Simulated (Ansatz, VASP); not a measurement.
Cu2O in VASP and in Ansatz

```
Cu O
1.0
     4.26000    0.00000    0.00000
     0.00000    4.26000    0.00000
     0.00000    0.00000    4.26000
Cu O
4 2
Direct
  0.25000 0.25000 0.25000
  0.25000 0.75000 0.75000
  0.75000 0.25000 0.75000
  0.75000 0.75000 0.25000
  0.00000 0.00000 0.00000
  0.50000 0.50000 0.50000
```

Alike in both runs: task single point; functional PBEsol; k mesh 4 × 4 × 4; no spin polarisation; Hubbard terms Cu d U = 6.0 eV.

```csv
,VASP,Ansatz
version,VASP 6.6.1,Ansatz 0.2.0
potentials or method,"VASP PAW PBE potentials, release 64 (Cu, O), cutoff 600 eV","plane waves, PAW"
occupations,"gaussian, width 0.01 eV",fixed
valence electrons in the cell,56,88
```

Ansatz gave:

```
gap on the k mesh at the Fermi level (eV) : 0.87
```

Which values does VASP return?

gap on the k mesh at the Fermi level (eV): 0.76.

VASP's potentials were made for PBE, not for PBEsol. The programs project onto different local orbitals, so the same U acts differently, and such runs can settle in different states. VASP's potentials hold 56 valence electrons a cell and Ansatz's 88, so a difference there can come from the potentials and not from the codes.
